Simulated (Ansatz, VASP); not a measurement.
Two plane-wave programs on GaAs2

```
Ga As
1.0
     3.87303    0.00000    0.00000
    -1.93652    3.35414    0.00000
     0.00000    0.00000    5.29059
Ga As
1 2
Direct
  0.00000 0.00000 0.50000
  0.33333 0.66667 0.77054
  0.33333 0.66667 0.22946
```

Alike in both runs: task single point; functional PBE; k mesh 6 × 6 × 4; occupations gaussian, width 0.1 eV; no spin polarisation.

```csv
,VASP,Ansatz
version,VASP 6.6.1,Ansatz 0.2.0
potentials or method,"VASP PAW PBE potentials, release 64 (Ga_d, As), cutoff 500 eV","scalar-relativistic, plane waves, PAW"
valence electrons in the cell,23,43
```

Ansatz gave:

```
gap on the k mesh at the Fermi level (eV)                     : none
pressure (GPa)                                                : 1.2
traceless stress, the component that is largest in VASP (GPa) : 3.94
rms of the force components (eV/Å)                            : 0.320
```

Task: Which values does VASP return?

Result: gap on the k mesh at the Fermi level (eV): none; pressure (GPa): 1.3; traceless stress, the component that is largest in VASP (GPa): 4.08; rms of the force components (eV/Å): 0.314.

Atom by atom the forces differ by 0.006 eV/Å (rms over components). A gap of «none» marks a metal or a gap that the smearing closes. The functional is the same, so the differences come from potentials, cutoffs and numerics. VASP's potentials hold 23 valence electrons a cell and Ansatz's 43, so a difference there can come from the potentials and not from the codes.
